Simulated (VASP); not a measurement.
# ZnS (P6_3mc) in VASP: further runs

The runs below take ZnS through single point, with PBE.

All numbers are computed with VASP 6.6.1; they aren't measurements. Logs are shortened: lines on timing, memory, paths and dates and some standing lists are left out, and cuts for length are marked.

## Step 1: The cell of the first run

Symmetry: P6_3mc, No. 186, hexagonal system. Conventional cell: a = 3.844 Å, b = 3.844 Å, c = 6.116 Å, α = 90.00°, β = 90.00°, γ = 120.00°. Within 3.1 Å of Zn (site symmetry 3m) lie 4 S at 2.33 to 2.34 Å. Within 3.1 Å of S (site symmetry 3m) lie 4 Zn at 2.33 to 2.34 Å.

## Step 2: Single point, PBE (strain along c alone, the other axes held: -3.0 %, then relaxed in part)

File INCAR:

```
  ALGO = Normal
  EDIFF = 1E-7
  ENCUT = 520
  GGA = PE
  ISIF = 2
  ISMEAR = 0
  LASPH = T
  LCHARG = T
  LELF = T
  LREAL = F
  LVHAR = T
  LWAVE = F
  NBANDS = 26
  NELM = 60
  PREC = Accurate
  SIGMA = 0.02
```

File KPOINTS:

```
k-points
0
Gamma
  12 12 4
```

File POSCAR:

```
ZnS
1.0
    3.8440669355      0.0000000000      0.0000000000
   -1.9220334677      3.3290596200      0.0000000000
    0.0000000000      0.0000000000      6.1155037694
Zn S
2 2
Direct
    0.3333333333      0.6666666667     -0.0026110624
    0.6666666667      0.3333333333      0.4973889376
    0.3333333333      0.6666666667      0.3776110624
    0.6666666667      0.3333333333      0.8776110624
```

Potentials or basis: VASP PAW PBE potentials, release 64 (Zn, S).

Command:

```
> cat potpaw_PBE.64/Zn/POTCAR potpaw_PBE.64/S/POTCAR > POTCAR
> mpirun -np 1 vasp_std > vasp.out
```

OUTCAR:

```text
EDIFF = 1E-7
   ENCUT = 520
   GGA = PE
   ISIF = 2
   ISMEAR = 0
   LASPH = T
   LREAL = F
   NELM = 60
   PREC = Accurate

 ion  position               nearest neighbor table
   1  0.333  0.667  0.997-   3 2.33   4 2.34   4 2.34   4 2.34
   2  0.667  0.333  0.497-   4 2.33   3 2.34   3 2.34   3 2.34
   3  0.333  0.667  0.378-   1 2.33   2 2.34   2 2.34   2 2.34
   4  0.667  0.333  0.878-   2 2.33   1 2.34   1 2.34   1 2.34

  LATTYP: Found a hexagonal cell.
 ALAT       =     3.8440669355
 C/A-ratio  =     1.5908941941

  Lattice vectors:

 A1 = (   3.8440669355,   0.0000000000,   0.0000000000)
 A2 = (  -1.9220334677,   3.3290596200,   0.0000000000)
 A3 = (   0.0000000000,   0.0000000000,   6.1155037694)

Analysis of symmetry for initial positions (statically):
=====================================================================
 Subroutine PRICEL returns:
 Original cell was already a primitive cell.

 Routine SETGRP: Setting up the symmetry group for a
 hexagonal supercell.

 Subroutine GETGRP returns: Found 12 space group operations
 (whereof  6 operations were pure point group operations)
 out of a pool of 24 trial point group operations.

The static configuration has the point symmetry C_3v.
 The point group associated with its full space group is C_6v.

Analysis of symmetry for dynamics (positions and initial velocities):
=====================================================================
 Subroutine PRICEL returns:
 Original cell was already a primitive cell.

 Routine SETGRP: Setting up the symmetry group for a
 hexagonal supercell.

 Subroutine GETGRP returns: Found 12 space group operations
 (whereof  6 operations were pure point group operations)
 out of a pool of 24 trial point group operations.

The dynamic configuration has the point symmetry C_3v.
 The point group associated with its full space group is C_6v.

 Subroutine INISYM returns: Found 12 space group operations
 (whereof  6 operations are pure point group operations),
 and found     1 'primitive' translations

----------------------------------------------------------------------------------------

                                     Primitive cell

  volume of cell :      78.2609

  direct lattice vectors                    reciprocal lattice vectors
     3.844066935  0.000000000  0.000000000     0.260141152  0.150192564  0.000000000
    -1.922033468  3.329059620  0.000000000     0.000000000  0.300385128  0.000000000
     0.000000000  0.000000000  6.115503769     0.000000000  0.000000000  0.163518827

  length of vectors
     3.844066935  3.844066935  6.115503769     0.300385128  0.300385128  0.163518827

  position of ions in fractional coordinates (direct lattice)
     0.333333333  0.666666667  0.997388938
     0.666666667  0.333333333  0.497388938
     0.333333333  0.666666667  0.377611062
     0.666666667  0.333333333  0.877611062

  ion indices of the primitive-cell ions
   primitive index   ion index
                 1           1
                 2           2
                 3           3
                 4           4

----------------------------------------------------------------------------------------

 KPOINTS: k-points

Automatic generation of k-mesh.
 Grid dimensions read from file:
 generate k-points for:   12   12    4

 Generating k-lattice:

  Cartesian coordinates                     Fractional coordinates (reciprocal lattice)
     0.021678429  0.012516047  0.000000000     0.083333333  0.000000000  0.000000000
     0.000000000  0.025032094  0.000000000     0.000000000  0.083333333  0.000000000
     0.000000000  0.000000000  0.040879707     0.000000000  0.000000000  0.250000000

  Length of vectors
     0.025032094  0.025032094  0.040879707

  Shift w.r.t. Gamma in fractional coordinates (k-lattice)
     0.000000000  0.000000000  0.000000000

 Subroutine IBZKPT returns following result:
 ===========================================

 Found     57 irreducible k-points:

 Following reciprocal coordinates:
            Coordinates               Weight
  0.000000  0.000000  0.000000      1.000000
  0.083333  0.000000  0.000000      6.000000
  0.166667 -0.000000  0.000000      6.000000
  0.250000 -0.000000  0.000000      6.000000
  0.333333 -0.000000  0.000000      6.000000
  0.416667  0.000000  0.000000      6.000000
[... 16 lines left out ...]
  0.250000 -0.000000  0.250000     12.000000
  0.333333 -0.000000  0.250000     12.000000
 [... further k-points ...]
   k-points           NKPTS =     57   k-points in BZ     NKDIM =     57   number of bands    NBANDS=     26
   number of dos      NEDOS =    301   number of ions     NIONS =      4
   total plane-waves  NPLWV =  43200
   dimension x,y,z NGX =    30 NGY =   30 NGZ =   48
   dimension x,y,z NGXF=    60 NGYF=   60 NGZF=   96
   ions per type =               2   2
   NGX,Y,Z   is equivalent  to a cutoff of  12.97, 12.97, 13.05 a.u.
   NGXF,Y,Z  is equivalent  to a cutoff of  25.95, 25.95, 26.10 a.u.
 SYSTEM =  unknown system
   PREC   = accura    normal or accurate (medium, high low for compatibility)
   ISTART =      0    job   : 0-new  1-cont  2-samecut
   ICHARG =      2    charge: 1-file 2-atom 10-const
   ISPIN  =      1    spin polarized calculation?
   LNONCOLLINEAR =      F non collinear calculations
   LSORBIT =      F    spin-orbit coupling
   LASPH  =      T    aspherical Exc in radial PAW
   ENCUT  =  520.0 eV  38.22 Ry    6.18 a.u.   7.15  7.15 11.37*2*pi/ulx,y,z
   NELM   =     60;   NELMIN=  2; NELMDL= -5     # of ELM steps
   EDIFF  = 0.1E-06   stopping-criterion for ELM
   LREAL  =      F    real-space projection
   EDIFFG = 0.1E-05   stopping-criterion for IOM
   NSW    =      0    number of steps for IOM
   IBRION =     -1    ionic relax: 0-MD 1-quasi-New 2-CG
   NFREE  =      0    steps in history (QN), initial steepest desc. (CG)
   ISIF   =      2    stress and relaxation
   ISYM   =      2    0-nonsym 1-usesym 2-fastsym
   POTIM  = 0.5000    time-step for ionic-motion
   TEBEG  =    0.0;   TEEND  =   0.0 temperature during run
   PSTRESS=    0.0 pullay stress
   NELECT =      36.0000    total number of electrons
   NUPDOWN=      -1.0000    fix difference up-down
   EMIN   =  10.00;   EMAX   =-10.00  energy-range for DOS
   EFERMI =   0.00;   METHOD = LEGACY
   ISMEAR =     0;   SIGMA  =   0.02  broadening in eV -4-tet -1-fermi 0-gaus
   EFERMI_NEDOS =   21; number of points for ismear=-14 and -15
   IALGO  =     38    algorithm
   IMIX   =      4    mixing-type and parameters
     AMIX     =   0.40;   BMIX     =  1.00
     AMIX_MAG =   1.60;   BMIX_MAG =  1.00
  volume/ion in A,a.u.               =      19.57       132.03
  Fermi-wavevector in a.u.,A,eV,Ry     =   1.263749  2.388139 21.729334  1.597061
  Thomas-Fermi vector in A             =   2.397090
   LORBIT       =      0    0 simple, 1 ext, 2 COOP (PROOUT), +10 PAW based schemes
   GGA     = PE    functional components
   LHFCALC =     F    Hartree Fock is set to
   AEXX    =    0.0000 exact exchange contribution
   IVDW    =     0    specifies the selected vdW correction
   LEPSILON=     F    determine dielectric tensor
   LRPA    =     F    only Hartree local field effects (RPA)
 non-spin polarized calculation
 Gauss-broadening in eV      SIGMA  =   0.02
  energy-cutoff  :      520.00
  volume of cell :       78.26
 maximum number of plane-waves:      2124
 NGX is ok and might be reduce to    30
   NGX = 15   NGY = 15   NGZ = 23

 number of electron      36.0000021 magnetization

 Free energy of the ion-electron system (eV)
  ---------------------------------------------------
  ext. energy  EPLUGINS =         0.00000000
  ---------------------------------------------------
  free energy    TOTEN  =       -13.65842990 eV

  energy without entropy =      -13.65842990  energy(sigma->0) =      -13.65842990

 E-fermi :   2.3506     XC(G=0):  -9.6603

 val. band max:        2.2127357170   @ k =   0.0000   0.0000   0.0000
 cond. band min:       4.4461009052   @ k =   0.0000   0.0000   0.0000
 fundamental gap:      2.2333651882
 Fermi energy:         2.3506465169

 k-point     1 :       0.0000    0.0000    0.0000
  band No.  band energies     occupation
      1     -11.0217      2.00000
      2     -10.0162      2.00000
      3      -4.1626      2.00000
      4      -4.1626      2.00000
      5      -4.1539      2.00000
      6      -4.0824      2.00000
[... 18 lines left out ...]
     25       9.8169      0.00000
     26      11.6951      0.00000

 k-point     2 :       0.0833    0.0000    0.0000
  band No.  band energies     occupation
      1     -10.9753      2.00000
      2      -9.9920      2.00000
      3      -4.1704      2.00000
      4      -4.1525      2.00000
      5      -4.1402      2.00000
      6      -4.0776      2.00000
[... 18 lines left out ...]
     25      10.0315      0.00000
     26      11.3088      0.00000

 k-point     3 :       0.1667   -0.0000    0.0000
  band No.  band energies     occupation
      1     -10.8422      2.00000
      2      -9.9271      2.00000
      3      -4.1783      2.00000
      4      -4.1263      2.00000
      5      -4.1162      2.00000
      6      -4.0574      2.00000
[... 18 lines left out ...]
     25      10.5205      0.00000
     26      10.6253      0.00000

 k-point     4 :       0.2500   -0.0000    0.0000
  band No.  band energies     occupation
      1     -10.6419      2.00000
      2      -9.8439      2.00000
      3      -4.1787      2.00000
      4      -4.0944      2.00000
      5      -4.0910      2.00000
      6      -4.0096      2.00000
[... 18 lines left out ...]
     25      10.6424      0.00000
     26      11.3052      0.00000
[... 496 lines left out ...]
      1     -10.7237      2.00000
      2     -10.0790      2.00000
      3      -4.1878      2.00000
      4      -4.1210      2.00000
      5      -4.1162      2.00000
      6      -4.0777      2.00000
[... 18 lines left out ...]
     25      10.2200      0.00000
     26      10.7242      0.00000

 k-point    23 :       0.2500   -0.0000    0.2500
  band No.  band energies     occupation
      1     -10.5350      2.00000
      2      -9.9713      2.00000
      3      -4.1908      2.00000
      4      -4.1099      2.00000
      5      -4.0799      2.00000
      6      -4.0261      2.00000
[... 18 lines left out ...]
     25      10.7327      0.00000
     26      11.0384      0.00000

 k-point    24 :       0.3333   -0.0000    0.2500
  band No.  band energies     occupation
      1     -10.3199      2.00000
      2      -9.8708      2.00000
      3      -4.1837      2.00000
      4      -4.0909      2.00000
      5      -4.0481      2.00000
      6      -3.9486      2.00000
[... 18 lines left out ...]
     25      11.0470      0.00000
     26      11.9447      0.00000

 [... further k-points ...]
[... 5 lines left out ...]
  --------------------------------------------------------------------------------------
  -------------------------------------------------------------------------------------
  Total        0.7496289      0.7496289      2.1975677      0.0000000     -0.0000000      0.0000000
  in kB       15.3465987     15.3465987     44.9891814      0.0000000     -0.0000000      0.0000000
  external PRESSURE =      25.2274596 kB  Pullay stress =       0.0000000 kB

 VOLUME and BASIS-vectors are now :
 -----------------------------------------------------------------------------
  energy-cutoff  :      520.00
  volume of cell :       78.26
      direct lattice vectors                 reciprocal lattice vectors
     3.844066935  0.000000000  0.000000000     0.260141152  0.150192564  0.000000000
    -1.922033468  3.329059620  0.000000000     0.000000000  0.300385128  0.000000000
     0.000000000  0.000000000  6.115503769     0.000000000  0.000000000  0.163518827

 POSITION                                       TOTAL-FORCE (eV/Angst)
 -----------------------------------------------------------------------------------
     -0.00000      2.21937      6.09954         0.000000     -0.000000     -0.003261
      1.92203      1.10969      3.04178        -0.000000      0.000000     -0.003261
     -0.00000      2.21937      2.30928        -0.000000     -0.000000      0.003261
      1.92203      1.10969      5.36703        -0.000000      0.000000      0.003261
 -----------------------------------------------------------------------------------
    total drift:                               -0.000000     -0.000000     -0.002043

  FREE ENERGIE OF THE ION-ELECTRON SYSTEM (eV)
  ---------------------------------------------------
  free  energy   TOTEN  =       -13.6584298994 eV

  energy  without entropy=      -13.6584298994  energy(sigma->0) =      -13.65842990
```

It took 53 s on 1 thread of Intel Xeon 6975P-C (Granite Rapids), shared host; peak memory 0.25 GiB.

Results:

- Free energy: -13.6584 eV
- Pressure: 2.5 GPa
- Largest force: 0.003 eV/Å
- Band gap on the k mesh: 2.23 eV

Forces on the atoms (eV/Å):
```
Zn   0.000  0.000 -0.003
Zn   0.000  0.000 -0.003
S    0.000  0.000  0.003
S    0.000  0.000  0.003
```

Levels at points of the mesh, in eV from the valence-band top:
```
           k point  band 15  band 16  band 17  band 18  band 19  band 20  band 21  band 22
(0.00, 0.00, 0.00)    -1.02    -0.06    -0.06     0.00     2.23     2.82     6.16     6.16
(0.50, 0.00, 0.00)    -3.27    -2.37    -1.66    -0.93     3.49     4.29     5.26     6.92
(0.00, 0.00, 0.50)    -0.56    -0.56    -0.56    -0.56     3.42     3.42     6.61     6.61
(0.50, 0.00, 0.50)    -1.71    -1.71    -1.53    -1.53     3.61     3.61     5.23     5.23
```

Caveat: the cell differs from its parent crystal (strain along c alone, the other axes held: -3.0 %, then relaxed in part). A k mesh can miss the band edges.

(Continued in part 2 of 2.)
